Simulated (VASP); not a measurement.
# Cu18N in VASP: single point with PBE+D3(BJ)

Aim: the single point of Cu18N with PBE+D3(BJ).

Everything below comes from runs of VASP 6.6.1. Logs are shortened: lines on timing, memory, paths and dates and some standing lists are left out, and cuts for length are marked.

## 1. The cell of the first run

The cell holds a slab with vacuum, 19 atoms: a = 10.830 Å, b = 5.105 Å, c = 15.553 Å, α = 90.00°, β = 90.00°, γ = 90.00°.

## 2. Single point, PBE+D3(BJ)

INCAR reads:

```
ALGO = Normal
EDIFF = 1E-7
ENCUT = 520
GGA = PE
ISIF = 2
ISMEAR = -1
IVDW = 12
LASPH = True
LCHARG = False
LREAL = Auto
LWAVE = False
NBANDS = 116
NELM = 100
PREC = Accurate
SIGMA = 0.05
```

KPOINTS reads:

```
k-points
0
Gamma
  2 3 1
```

POSCAR reads:

```
Cu18N
1.0
   10.8300000000      0.0000000000      0.0000000000
    0.0000000000      5.1053110000      0.0000000000
    0.0000000000      0.0000000000     15.5526550000
Cu N
18 1
Direct
    0.0000000000      0.0000000000      0.0642977000
    0.3333333000      0.0000000000      0.0642977000
    0.6666667000      0.0000000000      0.0642977000
    0.0000000000      0.5000000000      0.0642977000
    0.3333333000      0.5000000000      0.0642977000
    0.6666667000      0.5000000000      0.0642977000
    0.1672056875      0.2530760647      0.1416833559
    0.4994898056      0.2530522081      0.1416596617
    0.8333312135      0.2379369960      0.1453010798
    0.1671967755      0.7469643989      0.1416454111
    0.4994861971      0.7469622037      0.1416172540
    0.8333354799      0.7617592514      0.1453015907
    0.0119596846      0.0001607740      0.2233196083
    0.3333495868     -0.0001169590      0.2203260322
    0.6546836232      0.0001408414      0.2233222671
    0.0058538468      0.5000976438      0.2266650233
    0.3333416318      0.5000498408      0.2214709753
    0.6609090182      0.5001000122      0.2266184416
    0.8334217257      0.4999031856      0.2360501860
```

Potentials or basis: VASP PAW PBE potentials, release 64 (Cu, N).

Run with:

```sh
cat potpaw_PBE.64/Cu/POTCAR potpaw_PBE.64/N/POTCAR > POTCAR
mpirun -np 1 vasp_std > vasp.out
```

OUTCAR:

```text
EDIFF = 1E-7
   ENCUT = 520
   GGA = PE
   ISIF = 2
   ISMEAR = -1
   IVDW = 12
   LASPH = True
   LREAL = Auto
   NELM = 100
   PREC = Accurate
 IVDW          = 12

 ion  position               nearest neighbor table
   1  0.000  0.000  0.064-  13 2.48   9 2.51  12 2.51  10 2.53   7 2.53   4 2.55   4 2.55
   2  0.333  0.000  0.064-  14 2.43  11 2.52  10 2.52   8 2.52   7 2.52   5 2.55   5 2.55
   3  0.667  0.000  0.064-  15 2.48   9 2.51  12 2.51  11 2.53   8 2.53   6 2.55   6 2.55
   4  0.000  0.500  0.064-  10 2.51   7 2.51  16 2.53   1 2.55   1 2.55  12 2.58   9 2.58
   5  0.333  0.500  0.064-  17 2.44  11 2.50  10 2.50   7 2.50   8 2.51   2 2.55   2 2.55
   6  0.667  0.500  0.064-  11 2.51   8 2.51  18 2.53   3 2.55   3 2.55  12 2.58   9 2.58
   7  0.167  0.253  0.142-  13 2.47   5 2.50   4 2.51   2 2.52  10 2.52  17 2.52  16 2.53   1 2.53
                            14 2.53  10 2.58
   8  0.499  0.253  0.142-  15 2.47   5 2.51   6 2.51   2 2.52  11 2.52  17 2.52  18 2.53   3 2.53
                            14 2.53  11 2.58
   9  0.833  0.238  0.145-  19 1.94  12 2.43   3 2.51   1 2.51   6 2.58   4 2.58  13 2.59  15 2.59
                            18 2.62  16 2.62  12 2.67
  10  0.167  0.747  0.142-  13 2.47   5 2.50   4 2.51   2 2.52   7 2.52  17 2.52  16 2.53   1 2.53
                            14 2.53   7 2.58
  11  0.499  0.747  0.142-  15 2.47   5 2.50   6 2.51   2 2.52   8 2.52  17 2.52  18 2.53   3 2.53
                            14 2.53   8 2.58
  12  0.833  0.762  0.145-  19 1.94   9 2.43   1 2.51   3 2.51   4 2.58   6 2.58  13 2.59  15 2.59
[... 6 lines left out ...]
  17  0.333  0.500  0.221-   5 2.44   7 2.52  10 2.52   8 2.52  11 2.52  14 2.55  14 2.55
  18  0.661  0.500  0.227-  19 1.87   6 2.53  11 2.53   8 2.53  15 2.55  15 2.55  12 2.62   9 2.62

  19  0.833  0.500  0.236-  16 1.87  18 1.87  12 1.94   9 1.94

  LATTYP: Found a simple orthorhombic cell.
 ALAT       =     5.1053110000
 B/A-ratio  =     2.1213203270
 C/A-ratio  =     3.0463677923

  Lattice vectors:

 A1 = (   0.0000000000,  -5.1053110000,   0.0000000000)
 A2 = (  10.8300000000,   0.0000000000,   0.0000000000)
 A3 = (   0.0000000000,   0.0000000000,  15.5526550000)

Analysis of symmetry for initial positions (statically):
=====================================================================
 Subroutine PRICEL returns:
 Original cell was already a primitive cell.

 Routine SETGRP: Setting up the symmetry group for a
 simple orthorhombic supercell.

 Subroutine GETGRP returns: Found  1 space group operations
 (whereof  1 operations were pure point group operations)
 out of a pool of  8 trial point group operations.

The static configuration has the point symmetry C_1 .

Analysis of symmetry for dynamics (positions and initial velocities):
=====================================================================
 Subroutine PRICEL returns:
 Original cell was already a primitive cell.
[... 134 lines left out ...]
   EMIN   =  10.00;   EMAX   =-10.00  energy-range for DOS
   EFERMI =   0.00;   METHOD = LEGACY
   ISMEAR =    -1;   SIGMA  =   0.05  broadening in eV -4-tet -1-fermi 0-gaus
   EFERMI_NEDOS =   21; number of points for ismear=-14 and -15
   IALGO  =     38    algorithm
   IMIX   =      4    mixing-type and parameters
     AMIX     =   0.40;   BMIX     =  1.00
     AMIX_MAG =   1.60;   BMIX_MAG =  1.00
  volume/ion in A,a.u.               =      45.26       305.42
  Fermi-wavevector in a.u.,A,eV,Ry     =   1.011785  1.911997 13.928418  1.023710
  Thomas-Fermi vector in A             =   2.144856
   LORBIT       =      0    0 simple, 1 ext, 2 COOP (PROOUT), +10 PAW based schemes
   GGA     = PE    functional components
   LHFCALC =     F    Hartree Fock is set to
   AEXX    =    0.0000 exact exchange contribution
   IVDW    =    12    specifies the selected vdW correction
   LEPSILON=     F    determine dielectric tensor
   LRPA    =     F    only Hartree local field effects (RPA)
 non-spin polarized calculation
  energy-cutoff  :      520.00
  volume of cell :      859.91
 maximum number of plane-waves:     23208
 NGX is ok and might be reduce to    84
   NGX = 41   NGY = 19   NGZ = 57

 number of electron     202.9999775 magnetization

 Free energy of the ion-electron system (eV)
  ---------------------------------------------------
  ext. energy  EPLUGINS =         0.00000000
  ---------------------------------------------------
  free energy    TOTEN  =       -63.43025768 eV

  energy without entropy =      -63.35366066  energy(sigma->0) =      -63.39195917

 E-fermi :  -1.3162     XC(G=0):  -4.4578

 val. band max:       -1.3410018356   @ k =   0.5000   0.3333   0.0000
 cond. band min:      -1.1470703189   @ k =   0.0000   0.3333   0.0000
 fundamental gap:      0.1939315167
 Fermi energy:        -1.3162150359

 k-point     1 :       0.0000    0.0000    0.0000
  band No.  band energies     occupation
      1     -15.9487      2.00000
      2      -8.9373      2.00000
      3      -8.1078      2.00000
      4      -7.6200      2.00000
      5      -6.9396      2.00000
      6      -6.4038      2.00000
[... 453 lines left out ...]
    112       1.7949      0.00000
    113       1.8735      0.00000
 [bands above 113 left out]

------------------------ aborting loop because EDIFF is reached ----------------------------------------

 Edisp (eV)   -5.19622

 E8    (eV) :    -2.3459

  FORCE on cell =-STRESS in cart. coord.  units (eV):
  Direction    XX          YY          ZZ          XY          YZ          ZX
  --------------------------------------------------------------------------------------
  -------------------------------------------------------------------------------------
  Total      -9.64892   -13.91125     0.29839     0.00009    -0.00588    -0.00601
  in kB     -17.97770   -25.91921     0.55595     0.00016    -0.01095    -0.01119
  external pressure =      -14.45 kB  Pullay stress =        0.00 kB

 VOLUME and BASIS-vectors are now :
 -----------------------------------------------------------------------------
  energy-cutoff  :      520.00
  volume of cell :      859.91
      direct lattice vectors                 reciprocal lattice vectors
    10.830000000  0.000000000  0.000000000     0.092336103  0.000000000  0.000000000
     0.000000000  5.105311000  0.000000000     0.000000000  0.195874453  0.000000000
     0.000000000  0.000000000 15.552655000     0.000000000  0.000000000  0.064297704

 POSITION                                       TOTAL-FORCE (eV/Angst)
 -----------------------------------------------------------------------------------
      0.00000      0.00000      1.00000        -0.078925     -0.000585      0.001229
      3.61000      0.00000      1.00000        -0.000252      0.000711     -0.103146
      7.22000      0.00000      1.00000         0.080303     -0.000760      0.000683
      0.00000      2.55266      1.00000         0.070997     -0.000788      0.002184
      3.61000      2.55266      1.00000        -0.000160     -0.000311     -0.099809
      7.22000      2.55266      1.00000        -0.069929     -0.000741      0.000053
[... 11 lines left out ...]
      7.15764      2.55317      3.52452        -0.043364     -0.000170      0.025828
      9.02596      2.55216      3.67121        -0.007975     -0.001682      0.047363
 -----------------------------------------------------------------------------------
    total drift:                                0.000447     -0.000250      0.000978

  FREE ENERGIE OF THE ION-ELECTRON SYSTEM (eV)
  ---------------------------------------------------
  free  energy   TOTEN  =       -68.6264800891 eV

  energy  without entropy=      -68.5498830651  energy(sigma->0) =      -68.58818158
```

stdout:

```text
POSCAR found type information on POSCAR CuN
 POSCAR found :  2 types and      19 ions
 scaLAPACK will be used
 LDA part: xc-table for (Slater+PW92), standard interpolation
 POSCAR, INCAR and KPOINTS ok, starting setup
 FFT: planning ... GRIDC
 FFT: planning ... GRID_SOFT
 FFT: planning ... GRID
 WAVECAR not read
 entering main loop
```

It took 22 min on 1 thread of Oxide Virtual Turin-like, shared host; peak memory 0.86 GiB.

What came out:

- Free energy: -68.6265 eV
- Largest force: 0.103 eV/Å
- Dispersion energy per atom: -0.273 eV

Forces in eV/Å, atoms in the order of the input:
```
Cu  -0.079 -0.001  0.001
Cu   0.000  0.001 -0.103
Cu   0.080 -0.001  0.001
Cu   0.071 -0.001  0.002
Cu   0.000  0.000 -0.100
Cu  -0.070 -0.001  0.000
Cu  -0.001  0.002  0.001
Cu   0.000  0.003  0.002
Cu   0.001  0.005 -0.017
Cu  -0.003 -0.001  0.003
Cu   0.002 -0.003  0.005
Cu   0.001  0.002 -0.018
Cu   0.003 -0.003  0.030
Cu   0.000  0.003  0.029
Cu  -0.002 -0.003  0.030
Cu   0.048  0.000  0.024
Cu   0.000 -0.002  0.036
Cu  -0.043  0.000  0.026
N   -0.008 -0.002  0.047
```

Levels at points of the mesh, in eV from the Fermi level:
```tsv
k point	band 97	band 98	band 99	band 100	band 101	band 102	band 103	band 104	band 105	band 106
(0.00, 0.00, 0.00)	-1.01	-0.84	-0.72	-0.67	-0.03	0.33	0.40	0.56	0.68	0.90
(0.50, 0.00, 0.00)	-1.05	-0.80	-0.66	-0.59	0.24	0.38	0.40	0.85	0.92	0.94
```

Caveat: the k points lie up to 0.41 Å⁻¹ apart. With open d or f shells a metallic result of PBE can be an artefact of self-interaction; +U or a hybrid may open a gap.
